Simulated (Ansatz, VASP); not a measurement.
**Two plane-wave programs on Cr**

```xyz
1
Lattice="-1.4245 1.4245 1.4245 1.4245 -1.4245 1.4245 1.4245 1.4245 -1.4245" Properties=species:S:1:pos:R:3 pbc="T T T"
Cr    0.0000    0.0000    0.0000
```

Alike in both runs: functional PBE; k mesh 10 × 10 × 10; occupations gaussian, width 0.1 eV; no spin polarisation.

Ansatz relaxed the structure, and its values are those at the end. VASP's run is a single point on that final structure, the one shown.

```csv
,VASP,Ansatz
version,VASP 6.6.1,Ansatz 0.2.0
potentials or method,"VASP PAW PBE potentials, release 64 (Cr_pv), cutoff 500 eV","scalar-relativistic, plane waves, PAW"
valence electrons in the cell,12,14
```

|  | VASP | Ansatz | Ansatz less VASP |
| --- | --- | --- | --- |
| gap on the k mesh at the Fermi level (eV) | none | none | - |
| pressure (GPa) | -0.5 | 0.2 | +0.70 |

A gap of «none» marks a metal or a gap that the smearing closes. VASP's potentials hold 12 valence electrons a cell and Ansatz's 14, so a difference there can come from the potentials and not from the codes.
